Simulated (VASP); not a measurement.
# Cs2InPd (P4/mmm) in VASP: single point with PBE

Aim: the single point of Cs2InPd with PBE.

Everything below comes from runs of VASP 6.6.1. Logs are shortened: lines on timing, memory, paths and dates and some standing lists are left out, and cuts for length are marked.

## 1. The cell of the first run

It takes space group P4/mmm (No. 123, tetragonal). Conventional cell: a = 4.174 Å, b = 4.174 Å, c = 8.460 Å, α = 90.00°, β = 90.00°, γ = 90.00°. Within 4.7 Å of Cs (site symmetry 4mm) lie 4 Pd at 3.59 Å and 4 In at 3.68 Å and 6 Cs at 4.08 to 4.38 Å. Within 4.8 Å of In (site symmetry 4/mmm) lie 8 Cs at 3.68 Å and 4 In at 4.17 Å and 2 Pd at 4.23 Å. Pd (site symmetry 4/mmm) has 8 Cs at 3.59 Å and 4 Pd at 4.17 Å and 2 In at 4.23 Å within 4.7 Å.

## 2. Single point, PBE

INCAR

```
SYSTEM = Cs2InPd
  PREC = Accurate
  ENCUT = 520
  EDIFF = 1E-6
  ISMEAR = 0
  SIGMA = 0.1
  LREAL = .False.
  LASPH = .True.
  NELM = 80
  ALGO = Normal
  ISIF = 2
  LWAVE = .False.
  LCHARG = .False.
  GGA = PE
  NBANDS = 28
```

KPOINTS

```
Automatic mesh
0
Gamma
  4 4 2
  0 0 0
```

POSCAR

```
Cs2InPd
1.0
    4.1739572900      0.0000000000      0.0000000000
    0.0000000000      4.1739572900      0.0000000000
    0.0000000000      0.0000000000      8.4604833000
Cs In Pd
2 1 1
Direct
    0.0000000000      0.0000000000      0.7589930300
    0.0000000000      0.0000000000      0.2410069700
    0.5000000000      0.5000000000      0.5000000000
    0.5000000000      0.5000000000      0.0000000000
```

Potentials or basis: VASP PAW PBE potentials, release 64 (Cs_sv, In_d, Pd).

Started as:

```
$ cat potpaw_PBE.64/Cs_sv/POTCAR potpaw_PBE.64/In_d/POTCAR potpaw_PBE.64/Pd/POTCAR > POTCAR
$ mpirun -np 1 vasp_std > vasp.out
```

OUTCAR:

```text
SYSTEM = Cs2InPd
   PREC = Accurate
   ENCUT = 520
   EDIFF = 1E-6
   ISMEAR = 0
   LREAL = .False.
   LASPH = .True.
   NELM = 80
   ISIF = 2
   GGA = PE

 ion  position               nearest neighbor table
   1  0.000  0.000  0.759-
   2  0.000  0.000  0.241-
   3  0.500  0.500  0.500-
   4  0.500  0.500  0.000-

  LATTYP: Found a simple tetragonal cell.
 ALAT       =     4.1739572900
 C/A-ratio  =     2.0269693033

  Lattice vectors:

 A1 = (   4.1739572900,   0.0000000000,   0.0000000000)
 A2 = (   0.0000000000,   4.1739572900,   0.0000000000)
 A3 = (   0.0000000000,   0.0000000000,   8.4604833000)

Analysis of symmetry for initial positions (statically):
=====================================================================
 Subroutine PRICEL returns:
 Original cell was already a primitive cell.

 Routine SETGRP: Setting up the symmetry group for a
 simple tetragonal supercell.

 Subroutine GETGRP returns: Found 16 space group operations
 (whereof 16 operations were pure point group operations)
 out of a pool of 16 trial point group operations.

The static configuration has the point symmetry D_4h.

Analysis of symmetry for dynamics (positions and initial velocities):
=====================================================================
 Subroutine PRICEL returns:
 Original cell was already a primitive cell.

 Routine SETGRP: Setting up the symmetry group for a
 simple tetragonal supercell.

 Subroutine GETGRP returns: Found 16 space group operations
 (whereof 16 operations were pure point group operations)
 out of a pool of 16 trial point group operations.

The dynamic configuration has the point symmetry D_4h.

 Subroutine INISYM returns: Found 16 space group operations
 (whereof 16 operations are pure point group operations),
 and found     1 'primitive' translations

----------------------------------------------------------------------------------------

                                     Primitive cell

  volume of cell :     147.3979

  direct lattice vectors                    reciprocal lattice vectors
     4.173957290  0.000000000  0.000000000     0.239580794  0.000000000  0.000000000
     0.000000000  4.173957290  0.000000000     0.000000000  0.239580794  0.000000000
     0.000000000  0.000000000  8.460483300     0.000000000  0.000000000  0.118196557

  length of vectors
     4.173957290  4.173957290  8.460483300     0.239580794  0.239580794  0.118196557

  position of ions in fractional coordinates (direct lattice)
     0.000000000  0.000000000  0.758993030
     0.000000000  0.000000000  0.241006970
     0.500000000  0.500000000  0.500000000
     0.500000000  0.500000000  0.000000000

  ion indices of the primitive-cell ions
   primitive index   ion index
                 1           1
                 2           2
                 3           3
                 4           4

----------------------------------------------------------------------------------------

 KPOINTS: Automatic mesh

Automatic generation of k-mesh.
 Grid dimensions read from file:
 generate k-points for:    4    4    2

 Generating k-lattice:

  Cartesian coordinates                     Fractional coordinates (reciprocal lattice)
     0.059895198  0.000000000  0.000000000     0.250000000  0.000000000  0.000000000
     0.000000000  0.059895198  0.000000000     0.000000000  0.250000000  0.000000000
     0.000000000  0.000000000  0.059098279     0.000000000  0.000000000  0.500000000

  Length of vectors
     0.059895198  0.059895198  0.059098279

  Shift w.r.t. Gamma in fractional coordinates (k-lattice)
     0.000000000  0.000000000  0.000000000

 Subroutine IBZKPT returns following result:
 ===========================================

 Found     12 irreducible k-points:

 Following reciprocal coordinates:
            Coordinates               Weight
  0.000000  0.000000  0.000000      1.000000
  0.250000  0.000000  0.000000      4.000000
  0.500000  0.000000  0.000000      2.000000
  0.250000  0.250000  0.000000      4.000000
  0.500000  0.250000  0.000000      4.000000
  0.500000  0.500000  0.000000      1.000000
  0.000000  0.000000  0.500000      1.000000
  0.250000  0.000000  0.500000      4.000000
  0.500000  0.000000  0.500000      2.000000
  0.250000  0.250000  0.500000      4.000000
  0.500000  0.250000  0.500000      4.000000
  0.500000  0.500000  0.500000      1.000000
   k-points           NKPTS =     12   k-points in BZ     NKDIM =     12   number of bands    NBANDS=     28
   number of dos      NEDOS =    301   number of ions     NIONS =      4
   total plane-waves  NPLWV =  65536
   dimension x,y,z NGX =    32 NGY =   32 NGZ =   64
   dimension x,y,z NGXF=    64 NGYF=   64 NGZF=  128
   ions per type =               2   1   1
   NGX,Y,Z   is equivalent  to a cutoff of  12.75, 12.75, 12.58 a.u.
   NGXF,Y,Z  is equivalent  to a cutoff of  25.49, 25.49, 25.15 a.u.
 SYSTEM =  Cs2InPd
   PREC   = accura    normal or accurate (medium, high low for compatibility)
   ISTART =      0    job   : 0-new  1-cont  2-samecut
   ICHARG =      2    charge: 1-file 2-atom 10-const
   ISPIN  =      1    spin polarized calculation?
   LNONCOLLINEAR =      F non collinear calculations
   LSORBIT =      F    spin-orbit coupling
   LASPH  =      T    aspherical Exc in radial PAW
   ENCUT  =  520.0 eV  38.22 Ry    6.18 a.u.   7.76  7.76 15.73*2*pi/ulx,y,z
   NELM   =     80;   NELMIN=  2; NELMDL= -5     # of ELM steps
   EDIFF  = 0.1E-05   stopping-criterion for ELM
   LREAL  =      F    real-space projection
   EDIFFG = 0.1E-04   stopping-criterion for IOM
   NSW    =      0    number of steps for IOM
   IBRION =     -1    ionic relax: 0-MD 1-quasi-New 2-CG
   NFREE  =      0    steps in history (QN), initial steepest desc. (CG)
   ISIF   =      2    stress and relaxation
   ISYM   =      2    0-nonsym 1-usesym 2-fastsym
   POTIM  = 0.5000    time-step for ionic-motion
   TEBEG  =    0.0;   TEEND  =   0.0 temperature during run
   PSTRESS=    0.0 pullay stress
   NELECT =      41.0000    total number of electrons
   NUPDOWN=      -1.0000    fix difference up-down
   EMIN   =  10.00;   EMAX   =-10.00  energy-range for DOS
   EFERMI =   0.00;   METHOD = LEGACY
   ISMEAR =     0;   SIGMA  =   0.10  broadening in eV -4-tet -1-fermi 0-gaus
   EFERMI_NEDOS =   21; number of points for ismear=-14 and -15
   IALGO  =     38    algorithm
   IMIX   =      4    mixing-type and parameters
     AMIX     =   0.40;   BMIX     =  1.00
     AMIX_MAG =   1.60;   BMIX_MAG =  1.00
  volume/ion in A,a.u.               =      36.85       248.67
  Fermi-wavevector in a.u.,A,eV,Ry     =   1.068659  2.019472 15.538283  1.142032
  Thomas-Fermi vector in A             =   2.204314
   LORBIT       =      0    0 simple, 1 ext, 2 COOP (PROOUT), +10 PAW based schemes
   GGA     = PE    functional components
   LHFCALC =     F    Hartree Fock is set to
   AEXX    =    0.0000 exact exchange contribution
   IVDW    =     0    specifies the selected vdW correction
   LEPSILON=     F    determine dielectric tensor
   LRPA    =     F    only Hartree local field effects (RPA)
 non-spin polarized calculation
 Gauss-broadening in eV      SIGMA  =   0.10
  energy-cutoff  :      520.00
  volume of cell :      147.40
 maximum number of plane-waves:      4000
 NGX is ok and might be reduce to    32
   NGX = 15   NGY = 15   NGZ = 31

 number of electron      41.0000009 magnetization

 Free energy of the ion-electron system (eV)
  ---------------------------------------------------
  ext. energy  EPLUGINS =         0.00000000
  ---------------------------------------------------
  free energy    TOTEN  =        -8.06042566 eV

  energy without entropy =       -8.04251636  energy(sigma->0) =       -8.05147101

 E-fermi :   3.6401     XC(G=0):  -8.8596

 val. band max:        3.6295700329   @ k =   0.2500   0.0000   0.0000
 cond. band min:       3.7167545213   @ k =   0.2500   0.2500   0.0000
 fundamental gap:      0.0871844884
 Fermi energy:         3.6400856559

 k-point     1 :       0.0000    0.0000    0.0000
  band No.  band energies     occupation
      1     -18.6806      2.00000
      2     -18.6158      2.00000
      3     -11.4974      2.00000
      4     -11.4934      2.00000
      5     -11.4934      2.00000
      6     -11.4862      2.00000
[... 20 lines left out ...]
     27       8.1853      0.00000
     28       9.0312      0.00000

 k-point     2 :       0.2500    0.0000    0.0000
  band No.  band energies     occupation
      1     -18.6454      2.00000
      2     -18.5844      2.00000
      3     -11.4986      2.00000
      4     -11.4939      2.00000
      5     -11.4913      2.00000
      6     -11.4660      2.00000
[... 20 lines left out ...]
     27       7.7032      0.00000
     28       8.1800      0.00000

 k-point     3 :       0.5000    0.0000    0.0000
  band No.  band energies     occupation
      1     -18.6097      2.00000
      2     -18.5524      2.00000
      3     -11.5035      2.00000
      4     -11.4921      2.00000
      5     -11.4893      2.00000
      6     -11.4727      2.00000
[... 20 lines left out ...]
     27       7.3512      0.00000
     28       8.8405      0.00000

 k-point     4 :       0.2500    0.2500    0.0000
  band No.  band energies     occupation
      1     -18.6122      2.00000
      2     -18.5528      2.00000
      3     -11.5024      2.00000
      4     -11.4966      2.00000
      5     -11.4841      2.00000
      6     -11.4723      2.00000
[... 206 lines left out ...]
     27       7.8800      0.00000
     28       7.8953      0.00000

 k-point    11 :       0.5000    0.2500    0.5000
  band No.  band energies     occupation
      1     -18.5577      2.00000
      2     -18.5418      2.00000
      3     -11.5077      2.00000
      4     -11.5006      2.00000
      5     -11.4804      2.00000
      6     -11.4793      2.00000
[... 20 lines left out ...]
     27       7.8286      0.00000
     28       8.0882      0.00000

 k-point    12 :       0.5000    0.5000    0.5000
  band No.  band energies     occupation
      1     -18.5255      2.00000
      2     -18.5100      2.00000
      3     -11.5118      2.00000
      4     -11.5118      2.00000
      5     -11.4878      2.00000
      6     -11.4714      2.00000
[... 20 lines left out ...]
     27       7.2233      0.00000
     28       8.9263      0.00000

------------------------ aborting loop because EDIFF is reached ----------------------------------------

  FORCE on cell =-STRESS in cart. coord.  units (eV):
  Direction    XX          YY          ZZ          XY          YZ          ZX
  --------------------------------------------------------------------------------------
  -------------------------------------------------------------------------------------
  Total        1.8566332      1.8566332      1.3347828      0.0000000      0.0000000      0.0000000
  in kB       20.1811322     20.1811322     14.5087510      0.0000000      0.0000000      0.0000000
  external PRESSURE =      18.2903384 kB  Pullay stress =       0.0000000 kB

 VOLUME and BASIS-vectors are now :
 -----------------------------------------------------------------------------
  energy-cutoff  :      520.00
  volume of cell :      147.40
      direct lattice vectors                 reciprocal lattice vectors
     4.173957290  0.000000000  0.000000000     0.239580794  0.000000000  0.000000000
     0.000000000  4.173957290  0.000000000     0.000000000  0.239580794  0.000000000
     0.000000000  0.000000000  8.460483300     0.000000000  0.000000000  0.118196557

 POSITION                                       TOTAL-FORCE (eV/Angst)
 -----------------------------------------------------------------------------------
      0.00000      0.00000      6.42145         0.000000      0.000000      0.756974
      0.00000      0.00000      2.03904         0.000000      0.000000     -0.756974
      2.08698      2.08698      4.23024         0.000000      0.000000      0.000000
      2.08698      2.08698      0.00000         0.000000      0.000000      0.000000
 -----------------------------------------------------------------------------------
    total drift:                                0.000000     -0.000000     -0.000000

  FREE ENERGIE OF THE ION-ELECTRON SYSTEM (eV)
  ---------------------------------------------------
  free  energy   TOTEN  =        -8.0604256558 eV

  energy  without entropy=       -8.0425163610  energy(sigma->0) =       -8.05147101
```

Run time: 26 s. Hardware: 1 thread of Intel Xeon 6975P-C (Granite Rapids), shared host; peak memory 0.26 GiB.

Results:

- Free energy: -8.0604 eV
- Pressure: 1.8 GPa
- Largest force: 0.757 eV/Å

Forces on the atoms (eV/Å):
```
Cs   0.000  0.000  0.757
Cs   0.000  0.000 -0.757
In   0.000  0.000  0.000
Pd   0.000  0.000  0.000
```

Stress tensor (GPa, compression positive):
```
2.02 0.00 0.00
0.00 2.02 0.00
0.00 0.00 1.45
```

Caveat: the k points lie up to 0.38 Å⁻¹ apart; spin-orbit coupling is left out, which moves the levels of the heavy elements.
